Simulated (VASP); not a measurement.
# AgCl (Fm-3m) in VASP: settings compared

The runs below take AgCl through single point, with PBE, r2SCAN.

Everything below comes from runs of VASP 6.6.1. Logs are shortened: lines on timing, memory, paths and dates and some standing lists are left out, and cuts for length are marked.

### Step 1. The cell of the first run

Symmetry: Fm-3m, No. 225, cubic system. The conventional cell has a = 5.546 Å, b = 5.546 Å, c = 5.546 Å, α = 90.00°, β = 90.00°, γ = 90.00°. Within 3.7 Å of Ag (site symmetry m-3m) lie 6 Cl at 2.77 Å. Cl (site symmetry m-3m) has 6 Ag at 2.77 Å within 3.7 Å.

### Step 2. Single point, PBE

File INCAR:

```
PREC = Accurate
ENCUT = 520
EDIFF = 1E-6
ISMEAR = -1
SIGMA = 0.02
LREAL = False
LASPH = True
NELM = 80
ALGO = Normal
ISIF = 2
LWAVE = False
LCHARG = True
GGA = PE
LELF = True
LVHAR = True
NBANDS = 16
```

File KPOINTS:

```
Automatic mesh
0
Gamma
  8 8 8
```

File POSCAR:

```
AgCl
1.0
    0.0000000000      2.7731838115      2.7731838115
    2.7731838115      0.0000000000      2.7731838115
    2.7731838115      2.7731838115      0.0000000000
Ag Cl
1 1
Direct
    0.0000000000      0.0000000000      0.0000000000
    0.5000000000      0.5000000000      0.5000000000
```

Potentials or basis: VASP PAW PBE potentials, release 64 (Ag, Cl).

The run is started by

```console
$ cat potpaw_PBE.64/Ag/POTCAR potpaw_PBE.64/Cl/POTCAR > POTCAR
$ mpirun -np 1 vasp_std > vasp.out
```

OUTCAR:

```text
PREC = Accurate
   ENCUT = 520
   EDIFF = 1E-6
   ISMEAR = -1
   LREAL = False
   LASPH = True
   NELM = 80
   ISIF = 2
   GGA = PE

 ion  position               nearest neighbor table
   1  0.000  0.000  0.000-   2 2.77   2 2.77   2 2.77   2 2.77   2 2.77   2 2.77
   2  0.500  0.500  0.500-   1 2.77   1 2.77   1 2.77   1 2.77   1 2.77   1 2.77

  LATTYP: Found a face centered cubic cell.
 ALAT       =     5.5463676230

  Lattice vectors:

 A1 = (   0.0000000000,   2.7731838115,   2.7731838115)
 A2 = (   2.7731838115,   0.0000000000,   2.7731838115)
 A3 = (   2.7731838115,   2.7731838115,   0.0000000000)

Analysis of symmetry for initial positions (statically):
=====================================================================
 Subroutine PRICEL returns:
 Original cell was already a primitive cell.

 Routine SETGRP: Setting up the symmetry group for a
 face centered cubic supercell.

 Subroutine GETGRP returns: Found 48 space group operations
 (whereof 48 operations were pure point group operations)
 out of a pool of 48 trial point group operations.

The static configuration has the point symmetry O_h .

Analysis of symmetry for dynamics (positions and initial velocities):
=====================================================================
 Subroutine PRICEL returns:
 Original cell was already a primitive cell.

 Routine SETGRP: Setting up the symmetry group for a
 face centered cubic supercell.

 Subroutine GETGRP returns: Found 48 space group operations
 (whereof 48 operations were pure point group operations)
 out of a pool of 48 trial point group operations.

The dynamic configuration has the point symmetry O_h .

 Subroutine INISYM returns: Found 48 space group operations
 (whereof 48 operations are pure point group operations),
 and found     1 'primitive' translations

----------------------------------------------------------------------------------------

                                     Primitive cell

  volume of cell :      42.6546

  direct lattice vectors                    reciprocal lattice vectors
     0.000000000  2.773183812  2.773183812    -0.180298182  0.180298182  0.180298182
     2.773183812  0.000000000  2.773183812     0.180298182 -0.180298182  0.180298182
     2.773183812  2.773183812  0.000000000     0.180298182  0.180298182 -0.180298182

  length of vectors
     3.921874157  3.921874157  3.921874157     0.312285612  0.312285612  0.312285612

  position of ions in fractional coordinates (direct lattice)
     0.000000000  0.000000000  0.000000000
     0.500000000  0.500000000  0.500000000

  ion indices of the primitive-cell ions
   primitive index   ion index
                 1           1
                 2           2

----------------------------------------------------------------------------------------

 KPOINTS: Automatic mesh

Automatic generation of k-mesh.
 Grid dimensions read from file:
 generate k-points for:    8    8    8

 Generating k-lattice:

  Cartesian coordinates                     Fractional coordinates (reciprocal lattice)
    -0.022537273  0.022537273  0.022537273     0.125000000  0.000000000  0.000000000
     0.022537273 -0.022537273  0.022537273     0.000000000  0.125000000  0.000000000
     0.022537273  0.022537273 -0.022537273     0.000000000  0.000000000  0.125000000

  Length of vectors
     0.039035702  0.039035702  0.039035702

  Shift w.r.t. Gamma in fractional coordinates (k-lattice)
     0.000000000  0.000000000  0.000000000

 Subroutine IBZKPT returns following result:
 ===========================================

 Found     29 irreducible k-points:

 Following reciprocal coordinates:
            Coordinates               Weight
  0.000000  0.000000  0.000000      1.000000
  0.125000  0.000000  0.000000      8.000000
  0.250000  0.000000  0.000000      8.000000
  0.375000  0.000000  0.000000      8.000000
  0.500000  0.000000  0.000000      4.000000
  0.125000  0.125000  0.000000      6.000000
[... 16 lines left out ...]
  0.500000  0.250000  0.125000     48.000000
 -0.375000  0.250000  0.125000     24.000000
 [... further k-points ...]
   k-points           NKPTS =     29   k-points in BZ     NKDIM =     29   number of bands    NBANDS=     16
   number of dos      NEDOS =    301   number of ions     NIONS =      2
   total plane-waves  NPLWV =  27000
   dimension x,y,z NGX =    30 NGY =   30 NGZ =   30
   dimension x,y,z NGXF=    60 NGYF=   60 NGZF=   60
   ions per type =               1   1
   NGX,Y,Z   is equivalent  to a cutoff of  12.72, 12.72, 12.72 a.u.
   NGXF,Y,Z  is equivalent  to a cutoff of  25.43, 25.43, 25.43 a.u.
 SYSTEM =  unknown system
   PREC   = accura    normal or accurate (medium, high low for compatibility)
   ISTART =      0    job   : 0-new  1-cont  2-samecut
   ICHARG =      2    charge: 1-file 2-atom 10-const
   ISPIN  =      1    spin polarized calculation?
   LNONCOLLINEAR =      F non collinear calculations
   LSORBIT =      F    spin-orbit coupling
   LASPH  =      T    aspherical Exc in radial PAW
   ENCUT  =  520.0 eV  38.22 Ry    6.18 a.u.   7.29  7.29  7.29*2*pi/ulx,y,z
   NELM   =     80;   NELMIN=  2; NELMDL= -5     # of ELM steps
   EDIFF  = 0.1E-05   stopping-criterion for ELM
   LREAL  =      F    real-space projection
   EDIFFG = 0.1E-04   stopping-criterion for IOM
   NSW    =      0    number of steps for IOM
   IBRION =     -1    ionic relax: 0-MD 1-quasi-New 2-CG
   NFREE  =      0    steps in history (QN), initial steepest desc. (CG)
   ISIF   =      2    stress and relaxation
   ISYM   =      2    0-nonsym 1-usesym 2-fastsym
   POTIM  = 0.5000    time-step for ionic-motion
   TEBEG  =    0.0;   TEEND  =   0.0 temperature during run
   PSTRESS=    0.0 pullay stress
   NELECT =      18.0000    total number of electrons
   NUPDOWN=      -1.0000    fix difference up-down
   EMIN   =  10.00;   EMAX   =-10.00  energy-range for DOS
   EFERMI =   0.00;   METHOD = LEGACY
   ISMEAR =    -1;   SIGMA  =   0.02  broadening in eV -4-tet -1-fermi 0-gaus
   EFERMI_NEDOS =   21; number of points for ismear=-14 and -15
   IALGO  =     38    algorithm
   IMIX   =      4    mixing-type and parameters
     AMIX     =   0.40;   BMIX     =  1.00
     AMIX_MAG =   1.60;   BMIX_MAG =  1.00
  volume/ion in A,a.u.               =      21.33       143.92
  Fermi-wavevector in a.u.,A,eV,Ry     =   1.227940  2.320469 20.515350  1.507836
  Thomas-Fermi vector in A             =   2.362884
   LORBIT       =      0    0 simple, 1 ext, 2 COOP (PROOUT), +10 PAW based schemes
   GGA     = PE    functional components
   LHFCALC =     F    Hartree Fock is set to
   AEXX    =    0.0000 exact exchange contribution
   IVDW    =     0    specifies the selected vdW correction
   LEPSILON=     F    determine dielectric tensor
   LRPA    =     F    only Hartree local field effects (RPA)
 non-spin polarized calculation
  energy-cutoff  :      520.00
  volume of cell :       42.65
 maximum number of plane-waves:      1174
 NGX is ok and might be reduce to    30
   NGX = 15   NGY = 15   NGZ = 15

 number of electron      18.0000005 magnetization

 Free energy of the ion-electron system (eV)
  ---------------------------------------------------
  ext. energy  EPLUGINS =         0.00000000
  ---------------------------------------------------
  free energy    TOTEN  =        -5.39444272 eV

  energy without entropy =       -5.39444272  energy(sigma->0) =       -5.39444272

 E-fermi :   4.2869     XC(G=0):  -9.9651

 val. band max:        3.8167862749   @ k =   0.5000   0.0000   0.0000
 cond. band min:       4.7256918223   @ k =   0.0000   0.0000   0.0000
 fundamental gap:      0.9089055474
 Fermi energy:         4.2869499830

 k-point     1 :       0.0000    0.0000    0.0000
  band No.  band energies     occupation
      1     -11.3312      2.00000
      2       1.3778      2.00000
      3       1.3778      2.00000
      4       1.3778      2.00000
      5       1.4188      2.00000
      6       1.4188      2.00000
[... 8 lines left out ...]
     15      17.1335      0.00000
     16      17.1335      0.00000

 k-point     2 :       0.1250    0.0000    0.0000
  band No.  band energies     occupation
      1     -11.2713      2.00000
      2       0.6670      2.00000
      3       0.7259      2.00000
      4       0.7259      2.00000
      5       1.4322      2.00000
      6       1.4322      2.00000
[... 8 lines left out ...]
     15      15.8598      0.00000
     16      16.5618      0.00000

 k-point     3 :       0.2500    0.0000    0.0000
  band No.  band energies     occupation
      1     -11.1207      2.00000
      2      -0.3608      2.00000
      3       0.1523      2.00000
      4       0.1523      2.00000
      5       1.5578      2.00000
      6       1.5578      2.00000
[... 8 lines left out ...]
     15      16.0981      0.00000
     16      16.4249      0.00000

 k-point     4 :       0.3750    0.0000    0.0000
  band No.  band energies     occupation
      1     -10.9605      2.00000
      2      -1.1366      2.00000
      3      -0.2130      2.00000
      4      -0.2130      2.00000
      5       1.6885      2.00000
      6       1.6885      2.00000
[... 8 lines left out ...]
     15      16.9602      0.00000
     16      16.9602      0.00000
[... 324 lines left out ...]
 k-point    22 :       0.3750    0.2500    0.1250
  band No.  band energies     occupation
      1     -11.0288      2.00000
      2      -0.7389      2.00000
      3       0.0696      2.00000
      4       0.4385      2.00000
      5       1.4702      2.00000
      6       1.6740      2.00000
[... 8 lines left out ...]
     15      17.9677      0.00000
     16      19.2157      0.00000

 k-point    23 :       0.5000    0.2500    0.1250
  band No.  band energies     occupation
      1     -10.9145      2.00000
      2      -0.9450      2.00000
      3      -0.2222      2.00000
      4       0.0360      2.00000
      5       1.5901      2.00000
      6       1.7523      2.00000
[... 8 lines left out ...]
     15      18.1882      0.00000
     16      18.9736      0.00000

 k-point    24 :      -0.3750    0.2500    0.1250
  band No.  band energies     occupation
      1     -10.8658      2.00000
      2      -1.0061      2.00000
      3      -0.2683      2.00000
      4      -0.2237      2.00000
      5       1.6790      2.00000
      6       1.7463      2.00000
[... 8 lines left out ...]
     15      17.3231      0.00000
     16      18.7793      0.00000

 [... further k-points ...]

------------------------ aborting loop because EDIFF is reached ----------------------------------------

  FORCE on cell =-STRESS in cart. coord.  units (eV):
  Direction    XX          YY          ZZ          XY          YZ          ZX
  --------------------------------------------------------------------------------------
  -------------------------------------------------------------------------------------
  Total        0.3910782      0.3910782      0.3910782      0.0000000      0.0000000      0.0000000
  in kB       14.6895406     14.6895406     14.6895406      0.0000000      0.0000000      0.0000000
  external PRESSURE =      14.6895406 kB  Pullay stress =       0.0000000 kB

 VOLUME and BASIS-vectors are now :
 -----------------------------------------------------------------------------
  energy-cutoff  :      520.00
  volume of cell :       42.65
      direct lattice vectors                 reciprocal lattice vectors
     0.000000000  2.773183812  2.773183812    -0.180298182  0.180298182  0.180298182
     2.773183812  0.000000000  2.773183812     0.180298182 -0.180298182  0.180298182
     2.773183812  2.773183812  0.000000000     0.180298182  0.180298182 -0.180298182

 POSITION                                       TOTAL-FORCE (eV/Angst)
 -----------------------------------------------------------------------------------
      0.00000      0.00000      0.00000        -0.000000      0.000000      0.000000
      2.77318      2.77318      2.77318         0.000000     -0.000000     -0.000000
 -----------------------------------------------------------------------------------
    total drift:                               -0.000000      0.000000      0.000000

  FREE ENERGIE OF THE ION-ELECTRON SYSTEM (eV)
  ---------------------------------------------------
  free  energy   TOTEN  =        -5.3944427177 eV

  energy  without entropy=       -5.3944427177  energy(sigma->0) =       -5.39444272
```

It took 38 s on 1 thread of Intel Xeon 8259CL, shared host; peak memory 0.18 GiB.

What came out:

| Item | Value |
| --- | --- |
| Free energy | -5.3944 eV |
| Pressure | 1.5 GPa |
| Band gap on the k mesh | 0.91 eV (least direct gap 3.18 eV) |

A k mesh can miss the band edges.

### Step 3. Single point, PBE

This run uses another cell than the first one, of 22.09 Å³/atom.

File INCAR:

```
ALGO = Normal
EDIFF = 1E-6
ENCUT = 520
GGA = PE
ISIF = 2
ISMEAR = -1
LASPH = True
LCHARG = False
LREAL = False
LWAVE = False
NBANDS = 16
NELM = 100
PREC = Accurate
SIGMA = 0.02
```

File KPOINTS:

```
k-points
0
Gamma
  8 8 8
```

File POSCAR:

```
AgCl
1.0
    0.0000000000      2.8057051562      2.8057051562
    2.8057051562      0.0000000000      2.8057051562
    2.8057051562      2.8057051562      0.0000000000
Ag Cl
1 1
Direct
    0.0000000000      0.0000000000      0.0000000000
    0.5000000000      0.5000000000      0.5000000000
```

Potentials or basis: VASP PAW PBE potentials, release 64 (Ag, Cl).

The run is started by

```console
$ cat potpaw_PBE.64/Ag/POTCAR potpaw_PBE.64/Cl/POTCAR > POTCAR
$ mpirun -np 1 vasp_std > vasp.out
```

Run time: 36 s. Hardware: 1 thread of Intel Xeon 8259CL, shared host; peak memory 0.18 GiB.

It converged, with:

```yaml
Free_energy: -5.4012 eV
Pressure: -0.1 GPa
Band_gap_on_the_k_mesh: 0.92 eV (least direct gap 3.08 eV)
```

Levels at points of the mesh, in eV from the valence-band top:
```
           k point  band 6  band 7  band 8  band 9  band 10  band 11  band 12  band 13
(0.00, 0.00, 0.00)   -2.26   -2.18   -2.18   -2.18     0.92    10.87    10.87    10.87
(0.50, 0.00, 0.00)   -1.97   -1.67    0.00    0.00     4.34     6.35     7.74     7.74
(0.50, 0.50, 0.00)   -2.09   -1.86   -1.86   -1.80     2.44     8.08     8.52    11.34
```

A k mesh can miss the band edges.

### Step 4. Single point, r2SCAN

File POSCAR:

```
AgCl
1.0
    0.0000000000      2.7731838115      2.7731838115
    2.7731838115      0.0000000000      2.7731838115
    2.7731838115      2.7731838115      0.0000000000
Ag Cl
1 1
Direct
    0.0000000000      0.0000000000      0.0000000000
    0.5000000000      0.5000000000      0.5000000000
```

File INCAR.step1:

```
SYSTEM = AgCl
  ALGO = Normal
  EDIFF = 1E-4
  ENCUT = 520
  GGA = PE
  ISMEAR = -1
  LASPH = .TRUE.
  LCHARG = .FALSE.
  LREAL = .FALSE.
  LWAVE = .TRUE.
  NBANDS = 16
  NELM = 100
  PREC = Accurate
  SIGMA = 0.02
```

File INCAR.step2:

```
SYSTEM = AgCl
  ALGO = Normal
  EDIFF = 1E-6
  ENCUT = 520
  ISIF = 2
  ISMEAR = -1
  ISTART = 1
  LASPH = .TRUE.
  LCHARG = .FALSE.
  LMIXTAU = .TRUE.
  LREAL = .FALSE.
  LWAVE = .FALSE.
  METAGGA = R2SCAN
  NBANDS = 16
  NELM = 100
  PREC = Accurate
  SIGMA = 0.02
```

File KPOINTS:

```
k-points
0
G
  8 8 8
  0 0 0
```

The run is started by

```console
$ cat potpaw_PBE.64/Ag/POTCAR potpaw_PBE.64/Cl/POTCAR > POTCAR
$ cp INCAR.step1 INCAR
$ mpirun -np 1 vasp_std > vasp.out
$ cp INCAR.step2 INCAR
$ mpirun -np 1 vasp_std > vasp.out
```

It took 2.8 min on 1 thread of Intel Xeon 8259CL, shared host; peak memory 0.18 GiB.

The run converged. Its results:

* Free energy: -28.6432 eV
* Pressure: -0.1 GPa
* Band gap on the k mesh: 1.42 eV (least direct gap 3.70 eV)

Levels at points of the mesh, in eV from the valence-band top:
| k point | band 5 | band 6 | band 7 | band 8 | band 9 | band 10 | band 11 | band 12 | band 13 | band 14 |
| --- | --- | --- | --- | --- | --- | --- | --- | --- | --- | --- |
| (0.00, 0.00, 0.00) | -2.43 | -2.43 | -2.43 | -2.38 | -2.38 | 1.42 | 11.34 | 11.34 | 11.34 | 12.77 |
| (0.50, 0.00, 0.00) | -2.07 | -2.07 | -1.75 | 0.00 | 0.00 | 4.71 | 7.16 | 8.27 | 8.27 | 14.08 |
| (0.50, 0.50, 0.00) | -2.75 | -2.20 | -1.95 | -1.95 | -1.84 | 2.93 | 8.35 | 9.24 | 12.34 | 12.34 |

Caveat: the PAW data sets were made with another functional, which shifts forces and pressure a little.

(Continued in part 2 of 2.)
